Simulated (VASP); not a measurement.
## W: single point with HSE06

W:

```
W
1.0
    -1.55813    1.55813    1.55813
     1.55813   -1.55813    1.55813
     1.55813    1.55813   -1.55813
W
1
Direct
  0.00000 0.00000 0.00000
```

- Program: VASP 6.6.1
- Task: single point
- Functional: HSE06
- Potentials or basis: VASP PAW PBE potentials, release 64 (W_sv)
- Cutoff: 520 eV
- k mesh: 6 × 6 × 6
- Occupations: fermi-dirac, width 0.1 eV
- Spin: no spin polarisation

```
Pressure               : 12.7 GPa
Band gap on the k mesh : zero (bands 7 and 8 overlap by 7.89 eV)
```

Levels at points of the mesh, in eV from the Fermi level:
| k point | band 3 | band 4 | band 5 | band 6 | band 7 | band 8 | band 9 | band 10 | band 11 | band 12 |
| --- | --- | --- | --- | --- | --- | --- | --- | --- | --- | --- |
| (0.00, 0.00, 0.00) | -40.37 | -40.37 | -11.40 | -1.85 | -1.85 | -1.85 | 2.92 | 2.92 | 15.33 | 15.33 |
| (0.50, 0.00, 0.00) | -40.91 | -40.36 | -7.72 | -4.66 | 0.34 | 2.81 | 3.93 | 7.15 | 12.19 | 12.78 |
| (0.50, 0.50, 0.50) | -41.53 | -41.53 | -7.20 | -7.20 | 6.03 | 6.03 | 6.03 | 9.12 | 9.12 | 9.12 |

Wall time 5.8 min on 1 thread of Intel(R) Xeon(R) Platinum 8488C (Sapphire Rapids), with other jobs on the host, peak memory 0.23 GiB.

Caveat: the k points lie up to 0.48 Å⁻¹ apart, too coarse for converged energies and pressures of a metal; the PAW data sets were made with another functional, which shifts forces and pressure a little; spin-orbit coupling is left out, which moves the levels of the heavy elements.
